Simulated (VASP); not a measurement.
A run of VASP 6.6.1:

The input INCAR:

```
ALGO = Normal
EDIFF = 1E-6
ENCUT = 520
GGA = PE
ISIF = 2
ISMEAR = 0
LASPH = True
LCHARG = True
LELF = True
LREAL = False
LVHAR = True
LWAVE = False
NBANDS = 12
NELM = 100
PREC = Accurate
SIGMA = 0.01
```

Contents of KPOINTS:

```
k-points
0
Gamma
  6 6 6
```

POSCAR

```
LiF
1.0
    0.0739833607      1.9890602287      1.9890602287
    1.9890602287      0.0739833607      1.9890602287
    1.9890602287      1.9890602287      0.0739833607
Li F
1 1
Direct
    0.0000000000      0.0000000000      0.0000000000
    0.5000000000      0.5000000000      0.5000000000
```

Potentials or basis: VASP PAW PBE potentials, release 64 (Li_sv, F).

The run is started by

```sh
$ cat potpaw_PBE.64/Li_sv/POTCAR potpaw_PBE.64/F/POTCAR > POTCAR
$ mpirun -np 1 vasp_std > vasp.out
```

Hardware: 1 thread of Intel(R) Xeon(R) Platinum 8488C (Sapphire Rapids), on a shared host.

Question: How long does it take, and how much memory?

Answer: It took 3.9 s on 1 thread of Intel(R) Xeon(R) Platinum 8488C (Sapphire Rapids), with other jobs on the host, peak memory 0.13 GiB. Counts: scf iterations 11, k points 32.
